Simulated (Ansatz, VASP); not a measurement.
ScF3 in VASP and in Ansatz

Contents of INCAR:

```
PREC = Accurate
ENCUT = 910
EDIFF = 1E-6
ISMEAR = 0
SIGMA = 0.05
LREAL = F
LASPH = T
NELM = 120
ALGO = Normal
ISIF = 2
LWAVE = F
LCHARG = F
NBANDS = 24
GGA_COMPAT = F
```

KPOINTS

```
Automatic mesh
0
Gamma
  6 6 6
```

File POSCAR:

```
ScF3
1.0
    3.6914540000      0.0000000000      0.0000000000
    0.0000000000      3.6914540000      0.0000000000
    0.0000000000      0.0000000000      4.1729480000
Sc F
1 3
Direct
    0.0000000000      0.0000000000      0.0000000000
    0.5000000000      0.0000000000      0.0000000000
    0.0000000000      0.5000000000      0.0000000000
    0.0000000000      0.0000000000      0.5000000000
```

Input for Ansatz:

```yaml
crystal:
  lattice:
    - [3.691454, 0.0, 0.0]
    - [0.0, 3.691454, 0.0]
    - [0.0, 0.0, 4.172948]
  atoms:
    - { symbol: Sc, position: [0.0, 0.0, 0.0] }
    - { symbol: F, position: [0.5, 0.0, 0.0] }
    - { symbol: F, position: [0.0, 0.5, 0.0] }
    - { symbol: F, position: [0.0, 0.0, 0.5] }
basis:
  ecutwfc: 420
kpoints:
  mp_grid: { grid: [6, 6, 6] }
hamiltonian:
  xc: lda
scf:
  occupations: { method: gaussian, width: 0.05 }
output:
  forces: true
  stress: true
  eigenvalues: true
```

Change from the starting cell: strain -0.080 along x and y, +0.040 along z, atoms carried along.

Alike in both runs: task single point; functional LDA; k mesh 6 × 6 × 6; occupations gaussian, width 0.05 eV; no spin polarisation.

|  | VASP | Ansatz |
| --- | --- | --- |
| version | VASP 6.6.1 | Ansatz 0.2.0 |
| potentials or method | VASP PAW LDA potentials, release 64 (Sc_sv, F_h), cutoff 910 eV | scalar-relativistic, plane waves, PAW |
| valence electrons in the cell | 32 | 32 |

VASP gave:

```
gap on the k mesh at the Fermi level (eV) : 6.40
least direct gap on the mesh (eV)         : 6.55
```

Problem. Which values does Ansatz return?

Solution. gap on the k mesh at the Fermi level (eV): 6.40; least direct gap on the mesh (eV): 6.56.

LDA's correlation is that of Perdew and Zunger in VASP and of Perdew and Wang (1992) in Ansatz.

Noted on VASP's run: the cutoff is short for stress, so the pressure is rough.
